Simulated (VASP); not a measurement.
Write the native input for VASP 6.6.1 that does the following.

* Task: relaxation of cell and atoms
* Functional: PBE
* Potentials or basis: VASP PAW PBE potentials, release 64 (Ru_pv, Al)
* Cutoff: 600 eV
* k mesh: 14 × 14 × 12
* Occupations: fermi-dirac, width 0.1 eV
* Spin: no spin polarisation
* Target pressure: 30 GPa
* Dipole correction: no
* Further INCAR settings: ALGO = Normal; EDIFF = 1e-06; IBRION = 2; EDIFFG = -0.005; NSW = 60; ISIF = 3

The structure of AlRu (WC type) lies in POSCAR:

```
AlRu
1.0
    3.1546558029      0.0000000000      0.0000000000
   -1.5773279015      2.7320120655      0.0000000000
    0.0000000000      0.0000000000      3.0915626869
Ru Al
1 1
Direct
    0.0000000000      0.0000000000      0.0000000000
    0.3333333333      0.6666666667      0.5000000000
```

One way to write it, as run:

INCAR

```
SYSTEM = AlRu
  ALGO = Normal
  EDIFF = 1E-6
  EDIFFG = -0.005
  ENCUT = 600
  GGA = PE
  IBRION = 2
  ISIF = 3
  ISMEAR = -1
  LASPH = .TRUE.
  LCHARG = .FALSE.
  LREAL = .FALSE.
  LWAVE = .FALSE.
  NELM = 60
  NSW = 60
  PREC = Accurate
  PSTRESS = 300.0
  SIGMA = 0.1
```

KPOINTS

```
k-points
0
G
  14 14 12
  0 0 0
```

Potentials or basis: VASP PAW PBE potentials, release 64 (Ru_pv, Al).

Command:

```bash
$ cat potpaw_PBE.64/Ru_pv/POTCAR potpaw_PBE.64/Al/POTCAR > POTCAR
$ mpirun -np 1 vasp_std > vasp.out
```

It gave:

| Quantity | Value |
| --- | --- |
| Relaxed volume | 12.52 Å³/atom |
| Relaxed cell | a = 2.764 Å, b = 2.764 Å, c = 3.783 Å, α = 90.00°, β = 90.00°, γ = 120.00° |
| Space group after relaxing (to 0.1 Å) | P-6m2 (No. 187) |
| Energy change on relaxing (the run minimises the enthalpy) | -174.6 meV/atom |
| Ionic steps | 17 |
| Pressure after relaxing | 30.0 GPa |
| Band gap on the k mesh | zero (an odd number of electrons rules out a gap without spin polarisation) |

Caveat: the cell is relaxed towards a set pressure, so the run minimises the enthalpy, not the energy; a cell axis changed by over 15 % at a fixed basis, so the end point is rough.

Wall time 16 min on 1 thread of Intel Xeon 8259CL, on a shared host, peak memory 0.24 GiB.
